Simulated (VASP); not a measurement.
# GaN (Fm-3m) in VASP: notebook

GaN is run at these levels: LDA; tasks: single point.

Everything below comes from runs of VASP 6.6.1. Logs are shortened: lines on timing, memory, paths and dates and some standing lists are left out, and cuts for length are marked.

**1. The cell of the first run**

The structure is cubic, space group Fm-3m (No. 225). The conventional cell has a = 4.181 Å, b = 4.181 Å, c = 4.181 Å, α = 90.00°, β = 90.00°, γ = 90.00°. Ga (site symmetry m-3m) has 6 N at 2.09 Å within 2.8 Å. N (site symmetry m-3m) has 6 Ga at 2.09 Å within 2.8 Å.

**2. Single point, LDA**

INCAR

```
PREC = Accurate
ENCUT = 1330
EDIFF = 1E-6
ISMEAR = 0
SIGMA = 0.02
LREAL = F
LASPH = T
NELM = 120
ALGO = Normal
ISIF = 2
LWAVE = F
LCHARG = F
NBANDS = 16
GGA_COMPAT = F
```

KPOINTS

```
regular mesh
0
Gamma
  10 10 10
```

POSCAR

```
GaN
1.0
    0.0000000000      2.0904796590      2.0904796590
    2.0904796590      0.0000000000      2.0904796590
    2.0904796590      2.0904796590      0.0000000000
Ga N
1 1
Direct
    0.0000000000      0.0000000000      0.0000000000
    0.5000000000      0.5000000000      0.5000000000
```

Potentials or basis: VASP PAW LDA potentials, release 64 (Ga_d, N_h).

Launch:

```bash
$ cat potpaw_LDA.64/Ga_d/POTCAR potpaw_LDA.64/N_h/POTCAR > POTCAR
$ mpirun -np 1 vasp_std > vasp.out
```

OUTCAR:

```text
PREC = Accurate
   ENCUT = 1330
   EDIFF = 1E-6
   ISMEAR = 0
   LREAL = F
   LASPH = T
   NELM = 120
   ISIF = 2

 ion  position               nearest neighbor table
   1  0.000  0.000  0.000-   2 2.09   2 2.09   2 2.09   2 2.09   2 2.09   2 2.09
   2  0.500  0.500  0.500-   1 2.09   1 2.09   1 2.09   1 2.09   1 2.09   1 2.09

  LATTYP: Found a face centered cubic cell.
 ALAT       =     4.1809593180

  Lattice vectors:

 A1 = (   0.0000000000,   2.0904796590,   2.0904796590)
 A2 = (   2.0904796590,   0.0000000000,   2.0904796590)
 A3 = (   2.0904796590,   2.0904796590,   0.0000000000)

Analysis of symmetry for initial positions (statically):
=====================================================================
 Subroutine PRICEL returns:
 Original cell was already a primitive cell.

 Routine SETGRP: Setting up the symmetry group for a
 face centered cubic supercell.

 Subroutine GETGRP returns: Found 48 space group operations
 (whereof 48 operations were pure point group operations)
 out of a pool of 48 trial point group operations.

The static configuration has the point symmetry O_h .

Analysis of symmetry for dynamics (positions and initial velocities):
=====================================================================
 Subroutine PRICEL returns:
 Original cell was already a primitive cell.

 Routine SETGRP: Setting up the symmetry group for a
 face centered cubic supercell.

 Subroutine GETGRP returns: Found 48 space group operations
 (whereof 48 operations were pure point group operations)
 out of a pool of 48 trial point group operations.

The dynamic configuration has the point symmetry O_h .

 Subroutine INISYM returns: Found 48 space group operations
 (whereof 48 operations are pure point group operations),
 and found     1 'primitive' translations

----------------------------------------------------------------------------------------

                                     Primitive cell

  volume of cell :      18.2712

  direct lattice vectors                    reciprocal lattice vectors
     0.000000000  2.090479659  2.090479659    -0.239179558  0.239179558  0.239179558
     2.090479659  0.000000000  2.090479659     0.239179558 -0.239179558  0.239179558
     2.090479659  2.090479659  0.000000000     0.239179558  0.239179558 -0.239179558

  length of vectors
     2.956384686  2.956384686  2.956384686     0.414271146  0.414271146  0.414271146

  position of ions in fractional coordinates (direct lattice)
[... 66 lines left out ...]
   ions per type =               1   1
   NGX,Y,Z   is equivalent  to a cutoff of  20.24, 20.24, 20.24 a.u.
   NGXF,Y,Z  is equivalent  to a cutoff of  40.49, 40.49, 40.49 a.u.
 SYSTEM =  unknown system
   PREC   = accura    normal or accurate (medium, high low for compatibility)
   ISTART =      0    job   : 0-new  1-cont  2-samecut
   ICHARG =      2    charge: 1-file 2-atom 10-const
   ISPIN  =      1    spin polarized calculation?
   LNONCOLLINEAR =      F non collinear calculations
   LSORBIT =      F    spin-orbit coupling
   LASPH  =      T    aspherical Exc in radial PAW
   ENCUT  = 1330.0 eV  97.75 Ry    9.89 a.u.   8.79  8.79  8.79*2*pi/ulx,y,z
   NELM   =    120;   NELMIN=  2; NELMDL= -5     # of ELM steps
   EDIFF  = 0.1E-05   stopping-criterion for ELM
   LREAL  =      F    real-space projection
[... 7 lines left out ...]
   TEBEG  =    0.0;   TEEND  =   0.0 temperature during run
   PSTRESS=    0.0 pullay stress
   NELECT =      18.0000    total number of electrons
   NUPDOWN=      -1.0000    fix difference up-down
   EMIN   =  10.00;   EMAX   =-10.00  energy-range for DOS
   EFERMI =   0.00;   METHOD = LEGACY
   ISMEAR =     0;   SIGMA  =   0.02  broadening in eV -4-tet -1-fermi 0-gaus
   EFERMI_NEDOS =   21; number of points for ismear=-14 and -15
   IALGO  =     38    algorithm
   IMIX   =      4    mixing-type and parameters
     AMIX     =   0.40;   BMIX     =  1.00
     AMIX_MAG =   1.60;   BMIX_MAG =  1.00
  volume/ion in A,a.u.               =       9.14        61.65
  Fermi-wavevector in a.u.,A,eV,Ry     =   1.628957  3.078283 36.103088  2.653502
  Thomas-Fermi vector in A             =   2.721503
   LORBIT       =      0    0 simple, 1 ext, 2 COOP (PROOUT), +10 PAW based schemes
   GGA     = CA    functional components
   LHFCALC =     F    Hartree Fock is set to
   AEXX    =    0.0000 exact exchange contribution
   IVDW    =     0    specifies the selected vdW correction
   LEPSILON=     F    determine dielectric tensor
   LRPA    =     F    only Hartree local field effects (RPA)
 non-spin polarized calculation
 Gauss-broadening in eV      SIGMA  =   0.02
  energy-cutoff  :     1330.00
  volume of cell :       18.27
 maximum number of plane-waves:      2044
   NGX = 17   NGY = 17   NGZ = 17

 number of electron      17.9999999 magnetization

 Free energy of the ion-electron system (eV)
  ---------------------------------------------------
  ext. energy  EPLUGINS =         0.00000000
  ---------------------------------------------------
  free energy    TOTEN  =       -13.08541102 eV

  energy without entropy =      -13.08541102  energy(sigma->0) =      -13.08541102

 E-fermi :   8.6737     XC(G=0): -13.6855

 val. band max:        8.4594099036   @ k =  -0.2000   0.2000   0.0000
 cond. band min:       9.1091725456   @ k =   0.5000   0.5000   0.0000
 fundamental gap:      0.6497626420
 Fermi energy:         8.6736854675

 k-point     1 :       0.0000    0.0000    0.0000
  band No.  band energies     occupation
      1      -9.0485      2.00000
      2      -5.6063      2.00000
      3      -5.6063      2.00000
      4      -5.6063      2.00000
      5      -5.5001      2.00000
      6      -5.5001      2.00000
[... 433 lines left out ...]
      3      -5.4585      2.00000
      4      -5.4084      2.00000
      5      -5.3476      2.00000
      6      -4.3036      2.00000
[... 8 lines left out ...]
     15      33.5955      0.00000
     16      35.0504      0.00000

 [... further k-points ...]
[... 5 lines left out ...]
  --------------------------------------------------------------------------------------
  -------------------------------------------------------------------------------------
  Total        0.1498931      0.1498931      0.1498931      0.0000000      0.0000000      0.0000000
  in kB       13.1439078     13.1439078     13.1439078      0.0000000      0.0000000      0.0000000
  external PRESSURE =      13.1439078 kB  Pullay stress =       0.0000000 kB

 VOLUME and BASIS-vectors are now :
 -----------------------------------------------------------------------------
  energy-cutoff  :     1330.00
  volume of cell :       18.27
      direct lattice vectors                 reciprocal lattice vectors
     0.000000000  2.090479659  2.090479659    -0.239179558  0.239179558  0.239179558
     2.090479659  0.000000000  2.090479659     0.239179558 -0.239179558  0.239179558
     2.090479659  2.090479659  0.000000000     0.239179558  0.239179558 -0.239179558

 POSITION                                       TOTAL-FORCE (eV/Angst)
 -----------------------------------------------------------------------------------
      0.00000      0.00000      0.00000         0.000000      0.000000      0.000000
      2.09048      2.09048      2.09048        -0.000000      0.000000     -0.000000
 -----------------------------------------------------------------------------------
    total drift:                                0.000000      0.000000      0.000000

  FREE ENERGIE OF THE ION-ELECTRON SYSTEM (eV)
  ---------------------------------------------------
  free  energy   TOTEN  =       -13.0854110229 eV

  energy  without entropy=      -13.0854110229  energy(sigma->0) =      -13.08541102
```

OSZICAR:

```text
N       E                     dE             d eps       ncg     rms          rms(c)
DAV:   1     0.123301796879E+03    0.12330E+03   -0.15396E+04  1712   0.370E+03
DAV:   2    -0.406557625135E+01   -0.12737E+03   -0.11680E+03  1696   0.500E+02
DAV:   3    -0.147611835760E+02   -0.10696E+02   -0.10570E+02  1760   0.987E+01
DAV:   4    -0.149215770935E+02   -0.16039E+00   -0.16032E+00  1824   0.121E+01
DAV:   5    -0.149232911128E+02   -0.17140E-02   -0.17140E-02  1872   0.117E+00    0.723E+00
DAV:   6    -0.131416904390E+02    0.17816E+01   -0.43197E+00  2176   0.414E+01    0.179E+00
DAV:   7    -0.131111366717E+02    0.30554E-01   -0.19618E-01  1752   0.488E+00    0.114E+00
DAV:   8    -0.130867349235E+02    0.24402E-01   -0.37658E-02  1864   0.219E+00    0.273E-01
DAV:   9    -0.130854623767E+02    0.12725E-02   -0.47861E-03  1904   0.160E+00    0.673E-02
DAV:  10    -0.130854111996E+02    0.51177E-04   -0.44146E-04  1952   0.272E-01    0.898E-03
DAV:  11    -0.130854113550E+02   -0.15543E-06   -0.20519E-05  2008   0.533E-02    0.463E-03
DAV:  12    -0.130854110229E+02    0.33208E-06   -0.11105E-06  1336   0.169E-02
   1 F= -.13085411E+02 E0= -.13085411E+02  d E =-.191041E-53
```

It took 51 s on 1 thread of Intel Xeon Platinum 8375C at 2.90GHz (Ice Lake), shared host; peak memory 0.21 GiB.

What came out:

```yaml
Free_energy: -13.0854 eV
Pressure: 1.3 GPa
Band_gap_on_the_k_mesh: 0.65 eV (least direct gap 3.25 eV)
```

**3. Single point, LDA**

INCAR

```
SYSTEM = GaN
PREC     = Accurate       ! precision mode
ENCUT    = 1330           ! plane-wave cutoff, eV
EDIFF    = 1E-6           ! SCF threshold, eV
ISMEAR   = 0              ! smearing method
SIGMA    = 0.01           ! smearing width, eV
LREAL    = .FALSE.        ! projectors in reciprocal space
LASPH    = .TRUE.         ! aspherical terms in the spheres
NELM     = 120            ! most SCF steps
ALGO     = Normal         ! electronic algorithm
ISIF     = 2              ! what is computed and relaxed
LWAVE    = .FALSE.        ! write WAVECAR
LCHARG   = .FALSE.        ! write CHGCAR
GGA      = CA             ! functional
NBANDS   = 16             ! bands
GGA_COMPAT= .FALSE.
```

KPOINTS

```
regular mesh
0
G
  12 12 12
  0 0 0
```

POSCAR is that of step 2.

Potentials or basis: VASP PAW LDA potentials, release 64 (Ga_d, N_h).

Launch:

```bash
$ cat potpaw_LDA.64/Ga_d/POTCAR potpaw_LDA.64/N_h/POTCAR > POTCAR
$ mpirun -np 1 vasp_std > vasp.out
```

Wall time 44 s (1 thread of Intel Xeon Platinum 8259CL at 2.50GHz (Skylake/Cascade Lake), shared host); peak memory 0.23 GiB.

It converged, with:

```
Free energy            : -13.0856 eV
Pressure               : 1.3 GPa
Band gap on the k mesh : 0.62 eV (least direct gap 3.25 eV)
```

Levels at points of the mesh, in eV from the valence-band top:
| k point | band 7 | band 8 | band 9 | band 10 | band 11 | band 12 |
| --- | --- | --- | --- | --- | --- | --- |
| (0.00, 0.00, 0.00) | -0.57 | -0.57 | -0.57 | 2.69 | 14.84 | 14.84 |
| (0.50, 0.00, 0.00) | -8.52 | -0.17 | -0.17 | 4.80 | 9.08 | 9.08 |
| (0.50, 0.50, 0.00) | -7.44 | -3.21 | -3.21 | 0.62 | 7.79 | 12.09 |

A k mesh can miss the band edges.
